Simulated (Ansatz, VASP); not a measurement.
**GeCN2: VASP beside Ansatz**

Contents of INCAR:

```
SYSTEM = GeCN2
PREC = Accurate
ENCUT = 520
EDIFF = 1E-6
ISMEAR = -1
SIGMA = 0.05
LREAL = .False.
LASPH = .True.
NELM = 80
ALGO = Normal
ISIF = 2
LWAVE = .False.
LCHARG = .True.
GGA = CA
LELF = .True.
LVHAR = .True.
NBANDS = 22
```

KPOINTS

```
Automatic mesh
0
Gamma
  9 9 9
  0 0 0
```

File POSCAR:

```
GeCN2
1.0
    1.8173955815      1.0492738282      4.9867272349
   -1.8173955815      1.0492738282      4.9867272349
    0.0000000000     -2.0985476564      4.9867272349
Ge N C
1 2 1
Direct
    0.0000000000      0.0000000000      0.0000000000
    0.5839044000      0.5839044000      0.5839044000
    0.4160956000      0.4160956000      0.4160956000
    0.5000000000      0.5000000000      0.5000000000
```

input.yaml

```yaml
crystal:
  lattice:
    - [1.8173955815, 1.0492738282, 4.9867272349]
    - [-1.8173955815, 1.0492738282, 4.9867272349]
    - [0.0, -2.0985476564, 4.9867272349]
  atoms:
    - { symbol: Ge, position: [0.0, 0.0, 0.0] }
    - { symbol: "N", position: [0.5839044, 0.5839044, 0.5839044] }
    - { symbol: "N", position: [0.4160956, 0.4160956, 0.4160956] }
    - { symbol: C, position: [0.5, 0.5, 0.5] }
hamiltonian:
  xc: lda
  pseudopotentials: { kind: paw }
kpoints:
  mp_grid: { grid: [9, 9, 9] }
scf:
  occupations: { method: fermi_dirac, width: 0.05 }
output:
  forces: true
  stress: true
  eigenvalues: true
```

Alike in both runs: task single point; functional LDA; k mesh 9 × 9 × 9; occupations fermi-dirac, width 0.05 eV; no spin polarisation.

```csv
,VASP,Ansatz
version,VASP 6.6.1,Ansatz 0.2.0
potentials or method,"VASP PAW LDA potentials, release 64 (Ge_d, N, C)",Ansatz PAW
plane-wave cutoff (eV),520,420
valence electrons in the cell,28,28
```

VASP gave:

```
gap on the k mesh at the Fermi level (eV)                     : 1.04
least direct gap on the mesh (eV)                             : 1.88
pressure (GPa)                                                : -10.8
traceless stress, the component that is largest in VASP (GPa) : -7.18
rms of the force components (eV/Å)                            : 0.510
```

**Question.** Which values does Ansatz return?

**Answer.** gap on the k mesh at the Fermi level (eV): 1.05; least direct gap on the mesh (eV): 1.91; pressure (GPa): -11.0; traceless stress, the component that is largest in VASP (GPa): -7.92; rms of the force components (eV/Å): 0.566.

LDA's correlation is that of Perdew and Zunger in VASP and of Perdew and Wang (1992) in Ansatz. Atom by atom the forces differ by 0.056 eV/Å (rms over components).

Noted on VASP's run: the standard files for N, O and F lose accuracy on very short bonds. Noted on Ansatz's run: odd divisions of the mesh miss points on the zone boundary, where band edges often lie, so the gap on the mesh can be too wide.
